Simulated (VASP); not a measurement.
# W (Im-3m) in VASP: further runs

W is run at these levels: PBE; tasks: single point, relaxation of cell and atoms.

All numbers are computed with VASP 6.6.1; they aren't measurements. Logs are shortened: lines on timing, memory, paths and dates and some standing lists are left out, and cuts for length are marked.

### Step 1. The cell of the first run

The structure is cubic, space group Im-3m (No. 229). Conventional cell: a = 3.184 Å, b = 3.184 Å, c = 3.184 Å, α = 90.00°, β = 90.00°, γ = 90.00°. W (site symmetry m-3m) has 14 W at 2.76 to 3.18 Å within 3.6 Å.

### Step 2. Single point, PBE

The input, INCAR:

```
ALGO = Normal ; EDIFF = 1E-6
ENCUT = 500 ; GGA = PE
GGA_COMPAT = False ; ISIF = 2
ISMEAR = -1 ; LASPH = True
LCHARG = True ; LELF = True
LREAL = False ; LVHAR = True
LWAVE = False ; NBANDS = 13
NELM = 120 ; PREC = Accurate
SIGMA = 0.05
```

The input, KPOINTS:

```
k-points
0
Gamma
  21 21 21
```

The input, POSCAR:

```
W
1.0
   -1.5919044547      1.5919044547      1.5919044547
    1.5919044547     -1.5919044547      1.5919044547
    1.5919044547      1.5919044547     -1.5919044547
W
1
Direct
    0.0000000000      0.0000000000      0.0000000000
```

Potentials or basis: VASP PAW PBE potentials, release 64 (W_sv).

Run with:

```console
cat potpaw_PBE.64/W_sv/POTCAR > POTCAR
mpirun -np 1 vasp_std > vasp.out
```

OUTCAR:

```text
EDIFF = 1E-6
   ENCUT = 500
   GGA = PE
   ISIF = 2
   ISMEAR = -1
   LASPH = True
   LREAL = False
   NELM = 120
   PREC = Accurate

 ion  position               nearest neighbor table
   1  0.000  0.000  0.000-

  LATTYP: Found a body centered cubic cell.
 ALAT       =     3.1838089094

  Lattice vectors:

 A1 = (  -1.5919044547,   1.5919044547,   1.5919044547)
 A2 = (   1.5919044547,  -1.5919044547,   1.5919044547)
 A3 = (   1.5919044547,   1.5919044547,  -1.5919044547)

Analysis of symmetry for initial positions (statically):
=====================================================================
 Subroutine PRICEL returns:
 Original cell was already a primitive cell.

 Routine SETGRP: Setting up the symmetry group for a
 body centered cubic supercell.

 Subroutine GETGRP returns: Found 48 space group operations
 (whereof 48 operations were pure point group operations)
 out of a pool of 48 trial point group operations.

The static configuration has the point symmetry O_h .

Analysis of symmetry for dynamics (positions and initial velocities):
=====================================================================
 Subroutine PRICEL returns:
 Original cell was already a primitive cell.

 Routine SETGRP: Setting up the symmetry group for a
 body centered cubic supercell.

 Subroutine GETGRP returns: Found 48 space group operations
 (whereof 48 operations were pure point group operations)
 out of a pool of 48 trial point group operations.

The dynamic configuration has the point symmetry O_h .

 Subroutine INISYM returns: Found 48 space group operations
 (whereof 48 operations are pure point group operations),
 and found     1 'primitive' translations

----------------------------------------------------------------------------------------

                                     Primitive cell

  volume of cell :      16.1366

  direct lattice vectors                    reciprocal lattice vectors
    -1.591904455  1.591904455  1.591904455     0.000000000  0.314089202  0.314089202
     1.591904455 -1.591904455  1.591904455     0.314089202  0.000000000  0.314089202
     1.591904455  1.591904455 -1.591904455     0.314089202  0.314089202  0.000000000

  length of vectors
     2.757259396  2.757259396  2.757259396     0.444189209  0.444189209  0.444189209

  position of ions in fractional coordinates (direct lattice)
     0.000000000  0.000000000  0.000000000

  ion indices of the primitive-cell ions
   primitive index   ion index
                 1           1

----------------------------------------------------------------------------------------

 KPOINTS: k-points

Automatic generation of k-mesh.
 Grid dimensions read from file:
 generate k-points for:   21   21   21

 Generating k-lattice:

  Cartesian coordinates                     Fractional coordinates (reciprocal lattice)
     0.000000000  0.014956629  0.014956629     0.047619048  0.000000000  0.000000000
     0.014956629  0.000000000  0.014956629     0.000000000  0.047619048  0.000000000
     0.014956629  0.014956629  0.000000000     0.000000000  0.000000000  0.047619048

  Length of vectors
     0.021151867  0.021151867  0.021151867

  Shift w.r.t. Gamma in fractional coordinates (k-lattice)
     0.000000000  0.000000000  0.000000000

 Subroutine IBZKPT returns following result:
 ===========================================

 Found    286 irreducible k-points:

 Following reciprocal coordinates:
            Coordinates               Weight
  0.000000  0.000000  0.000000      1.000000
  0.047619  0.000000  0.000000     12.000000
  0.095238  0.000000  0.000000     12.000000
  0.142857  0.000000  0.000000     12.000000
  0.190476  0.000000  0.000000     12.000000
  0.238095  0.000000  0.000000     12.000000
[... 16 lines left out ...]
  0.142857  0.095238  0.000000     48.000000
  0.190476  0.095238  0.000000     48.000000
 [... further k-points ...]
   k-points           NKPTS =    286   k-points in BZ     NKDIM =    286   number of bands    NBANDS=     13
   number of dos      NEDOS =    301   number of ions     NIONS =      1
   total plane-waves  NPLWV =   8000
   dimension x,y,z NGX =    20 NGY =   20 NGZ =   20
   dimension x,y,z NGXF=    40 NGYF=   40 NGZF=   40
   ions per type =               1
   NGX,Y,Z   is equivalent  to a cutoff of  12.06, 12.06, 12.06 a.u.
   NGXF,Y,Z  is equivalent  to a cutoff of  24.12, 24.12, 24.12 a.u.
 SYSTEM =  unknown system
   PREC   = accura    normal or accurate (medium, high low for compatibility)
   ISTART =      0    job   : 0-new  1-cont  2-samecut
   ICHARG =      2    charge: 1-file 2-atom 10-const
   ISPIN  =      1    spin polarized calculation?
   LNONCOLLINEAR =      F non collinear calculations
   LSORBIT =      F    spin-orbit coupling
   LASPH  =      T    aspherical Exc in radial PAW
   ENCUT  =  500.0 eV  36.75 Ry    6.06 a.u.   5.03  5.03  5.03*2*pi/ulx,y,z
   NELM   =    120;   NELMIN=  2; NELMDL= -5     # of ELM steps
   EDIFF  = 0.1E-05   stopping-criterion for ELM
   LREAL  =      F    real-space projection
   EDIFFG = 0.1E-04   stopping-criterion for IOM
   NSW    =      0    number of steps for IOM
   IBRION =     -1    ionic relax: 0-MD 1-quasi-New 2-CG
   NFREE  =      0    steps in history (QN), initial steepest desc. (CG)
   ISIF   =      2    stress and relaxation
   ISYM   =      2    0-nonsym 1-usesym 2-fastsym
   POTIM  = 0.5000    time-step for ionic-motion
   TEBEG  =    0.0;   TEEND  =   0.0 temperature during run
   PSTRESS=    0.0 pullay stress
   NELECT =      14.0000    total number of electrons
   NUPDOWN=      -1.0000    fix difference up-down
   EMIN   =  10.00;   EMAX   =-10.00  energy-range for DOS
   EFERMI =   0.00;   METHOD = LEGACY
   ISMEAR =    -1;   SIGMA  =   0.05  broadening in eV -4-tet -1-fermi 0-gaus
   EFERMI_NEDOS =   21; number of points for ismear=-14 and -15
   IALGO  =     38    algorithm
   IMIX   =      4    mixing-type and parameters
     AMIX     =   0.40;   BMIX     =  1.00
     AMIX_MAG =   1.60;   BMIX_MAG =  1.00
  volume/ion in A,a.u.               =      16.14       108.89
  Fermi-wavevector in a.u.,A,eV,Ry     =   1.561399  2.950616 33.170545  2.437966
  Thomas-Fermi vector in A             =   2.664470
   LORBIT       =      0    0 simple, 1 ext, 2 COOP (PROOUT), +10 PAW based schemes
   GGA     = PE    functional components
   LHFCALC =     F    Hartree Fock is set to
   AEXX    =    0.0000 exact exchange contribution
   IVDW    =     0    specifies the selected vdW correction
   LEPSILON=     F    determine dielectric tensor
   LRPA    =     F    only Hartree local field effects (RPA)
 non-spin polarized calculation
  energy-cutoff  :      500.00
  volume of cell :       16.14
 maximum number of plane-waves:       421
   NGX =  9   NGY =  9   NGZ =  9

 number of electron      14.0000000 magnetization

 Free energy of the ion-electron system (eV)
  ---------------------------------------------------
  ext. energy  EPLUGINS =         0.00000000
  ---------------------------------------------------
  free energy    TOTEN  =       -12.95383486 eV

  energy without entropy =      -12.94835912  energy(sigma->0) =      -12.95109699

 E-fermi :  11.2542     XC(G=0): -13.5407

 val. band max:       11.2475938407   @ k =  -0.1905   0.2381   0.0952
 cond. band min:      11.2600343348   @ k =  -0.2857   0.3333   0.2381
 fundamental gap:      0.0124404941
 Fermi energy:        11.2541822290

 k-point     1 :       0.0000    0.0000    0.0000
  band No.  band energies     occupation
      1     -63.0228      2.00000
      2     -26.6101      2.00000
      3     -26.6101      2.00000
      4     -26.6101      2.00000
      5       1.6491      2.00000
      6       9.9863      2.00000
      7       9.9863      2.00000
      8       9.9863      2.00000
      9      13.4056      0.00000
     10      13.4056      0.00000
     11      25.6641      0.00000
     12      25.6641      0.00000
     13      25.6641      0.00000

 k-point     2 :       0.0476    0.0000    0.0000
  band No.  band energies     occupation
      1     -63.0202      2.00000
      2     -26.6393      2.00000
      3     -26.6193      2.00000
      4     -26.6103      2.00000
      5       1.7572      2.00000
      6       9.9204      2.00000
      7       9.9723      2.00000
      8      10.0899      2.00000
      9      13.2979      0.00000
     10      13.4061      0.00000
     11      25.7570      0.00000
     12      25.8479      0.00000
     13      25.9296      0.00000

 k-point     3 :       0.0952    0.0000    0.0000
  band No.  band energies     occupation
      1     -63.0123      2.00000
      2     -26.7235      2.00000
      3     -26.6457      2.00000
      4     -26.6107      2.00000
      5       2.0728      2.00000
      6       9.7343      2.00000
      7       9.9152      2.00000
      8      10.3984      2.00000
      9      13.0443      0.00000
     10      13.4115      0.00000
     11      26.0031      0.00000
     12      26.3871      0.00000
     13      26.6380      0.00000

 k-point     4 :       0.1429    0.0000    0.0000
  band No.  band energies     occupation
      1     -62.9998      2.00000
      2     -26.8536      2.00000
      3     -26.6870      2.00000
      4     -26.6113      2.00000
      5       2.5691      2.00000
      6       9.4583      2.00000
      7       9.7832      2.00000
      8      10.9043      1.99817
      9      12.7999      0.00000
     10      13.4320      0.00000
     11      26.2855      0.00000
     12      27.2484      0.00000
     13      27.5272      0.00000

 k-point     5 :       0.1905    0.0000    0.0000
  band No.  band energies     occupation
      1     -62.9838      2.00000
      2     -27.0160      2.00000
      3     -26.7390      2.00000
      4     -26.6120      2.00000
      5       3.1959      2.00000
      6       9.1306      2.00000
      7       9.5782      2.00000
      8      11.5944      0.00222
      9      12.6942      0.00000
     10      13.4795      0.00000
     11      26.3686      0.00000
     12      28.0925      0.00000
     13      28.3882      0.00000
[... 257 lines left out ...]
 k-point    22 :       0.0952    0.0952    0.0000
  band No.  band energies     occupation
      1     -62.9927      2.00000
      2     -26.9250      2.00000
      3     -26.6853      2.00000
      4     -26.6379      2.00000
      5       2.8571      2.00000
      6       9.4162      2.00000
      7       9.5388      2.00000
      8      11.2753      0.79166
      9      12.5863      0.00000
     10      13.5624      0.00000
     11      26.5974      0.00000
     12      27.4627      0.00000
     13      27.9057      0.00000

 k-point    23 :       0.1429    0.0952    0.0000
  band No.  band energies     occupation
      1     -62.9775      2.00000
      2     -27.0720      2.00000
      3     -26.7346      2.00000
      4     -26.6463      2.00000
      5       3.4712      2.00000
      6       9.1250      2.00000
      7       9.3008      2.00000
      8      11.9997      0.00000
      9      12.4488      0.00000
     10      13.6901      0.00000
     11      26.8530      0.00000
     12      27.6920      0.00000
     13      28.5909      0.00000

 k-point    24 :       0.1905    0.0952    0.0000
  band No.  band energies     occupation
      1     -62.9603      2.00000
      2     -27.2318      2.00000
      3     -26.7977      2.00000
      4     -26.6503      2.00000
      5       4.1432      2.00000
      6       8.7928      2.00000
      7       9.1080      2.00000
      8      12.4574      0.00000
      9      12.9011      0.00000
     10      13.8235      0.00000
     11      26.3296      0.00000
     12      27.5895      0.00000
     13      29.3113      0.00000

 [... further k-points ...]

------------------------ aborting loop because EDIFF is reached ----------------------------------------

  FORCE on cell =-STRESS in cart. coord.  units (eV):
  Direction    XX          YY          ZZ          XY          YZ          ZX
  --------------------------------------------------------------------------------------
  -------------------------------------------------------------------------------------
  Total        0.0517738      0.0517738      0.0517738      0.0000000      0.0000000      0.0000000
  in kB        5.1405474      5.1405474      5.1405474      0.0000000      0.0000000      0.0000000
  external PRESSURE =       5.1405474 kB  Pullay stress =       0.0000000 kB

 VOLUME and BASIS-vectors are now :
 -----------------------------------------------------------------------------
  energy-cutoff  :      500.00
  volume of cell :       16.14
      direct lattice vectors                 reciprocal lattice vectors
    -1.591904455  1.591904455  1.591904455     0.000000000  0.314089202  0.314089202
     1.591904455 -1.591904455  1.591904455     0.314089202  0.000000000  0.314089202
     1.591904455  1.591904455 -1.591904455     0.314089202  0.314089202  0.000000000

 POSITION                                       TOTAL-FORCE (eV/Angst)
 -----------------------------------------------------------------------------------
      0.00000      0.00000      0.00000        -0.000000     -0.000000     -0.000000
 -----------------------------------------------------------------------------------
    total drift:                                0.000000     -0.000000      0.000000

  FREE ENERGIE OF THE ION-ELECTRON SYSTEM (eV)
  ---------------------------------------------------
  free  energy   TOTEN  =       -12.9538348635 eV

  energy  without entropy=      -12.9483591211  energy(sigma->0) =      -12.95109699
```

Run time: 17 s. Hardware: 1 thread of AMD EPYC 9R45 (Zen 5), shared host; peak memory 0.13 GiB.

Results:

* Free energy: -12.9538 eV
* Pressure: 0.5 GPa
* Band gap on the k mesh: zero (bands 7 and 8 overlap by 5.96 eV)

Levels at points of the mesh, in eV from the Fermi level:
| k point | band 4 | band 5 | band 6 | band 7 | band 8 | band 9 | band 10 | band 11 |
| --- | --- | --- | --- | --- | --- | --- | --- | --- |
| (0.00, 0.00, 0.00) | -37.86 | -9.61 | -1.27 | -1.27 | -1.27 | 2.15 | 2.15 | 14.41 |

Caveat: spin-orbit coupling is left out, which moves the levels of the heavy elements.

### Step 3. Relaxation of cell and atoms, PBE

This run uses another cell than the first one, of 15.78 Å³/atom.

The input, INCAR:

```
SYSTEM = W
ALGO = Normal
EDIFF = 1E-7
EDIFFG = -0.02
ENCUT = 500
GGA = PE
GGA_COMPAT = .FALSE.
IBRION = 2
ISIF = 3
ISMEAR = -1
LASPH = .TRUE.
LCHARG = .FALSE.
LREAL = .FALSE.
LWAVE = .FALSE.
NELM = 120
NELMIN = 4
NSW = 60
PREC = Accurate
SIGMA = 0.05
```

The input, KPOINTS:

```
k-points
0
G
  21 21 21
  0 0 0
```

The input, POSCAR:

```
W
1.0
   -1.5800000000      1.5800000000      1.5800000000
    1.5800000000     -1.5800000000      1.5800000000
    1.5800000000      1.5800000000     -1.5800000000
W
1
Direct
    0.0000000000      0.0000000000      0.0000000000
```

Potentials or basis: VASP PAW PBE potentials, release 64 (W_sv).

Run with:

```console
cat potpaw_PBE.64/W_sv/POTCAR > POTCAR
mpirun -np 1 vasp_std > vasp.out
```

It took 46 s on 1 thread of AMD EPYC 9R45 (Zen 5), shared host; peak memory 0.14 GiB.

The run converged. Its results:

```yaml
Free_energy: -12.9536 eV
Relaxed_volume: 16.16 Å³/atom
Relaxed_cell: a = 2.759 Å, b = 2.759 Å, c = 2.759 Å, α = 109.47°, β = 109.47°, γ = 109.47°
Space_group_after_relaxing_to_0.1_Å: Im-3m (No. 229)
Energy_gained_by_relaxing: 9.1 meV/atom
Ionic_steps: 4
Pressure_after_relaxing: 0.0 GPa
Band_gap_on_the_k_mesh: zero (bands 7 and 8 overlap by 5.95 eV)
```

Step by step:
```csv
step,energy change (eV),largest force (eV/Å),pressure (GPa),volume (Å³)
1,0.0000,0.0000,7.75,15.78
2,0.0931,0.0000,-21.42,17.59
3,-0.0091,0.0000,-0.27,16.18
4,-0.0091,0.0000,-0.01,16.16
```

Final structure:
```cif
data_structure
_symmetry_space_group_name_H-M 'P 1'
_symmetry_Int_Tables_number 1
_cell_length_a 2.7589
_cell_length_b 2.7589
_cell_length_c 2.7589
_cell_angle_alpha 109.471
_cell_angle_beta 109.471
_cell_angle_gamma 109.471
_cell_volume 16.16
loop_
_atom_site_label
_atom_site_type_symbol
_atom_site_fract_x
_atom_site_fract_y
_atom_site_fract_z
_atom_site_occupancy
W1 W 0.00000 0.00000 0.00000 1
```

Levels at points of the mesh, in eV from the Fermi level:
```
           k point  band 5  band 6  band 7  band 8  band 9  band 10
(0.00, 0.00, 0.00)   -9.59   -1.26   -1.26   -1.26    2.15     2.15
```

Caveat: spin-orbit coupling is left out, which moves the levels of the heavy elements.
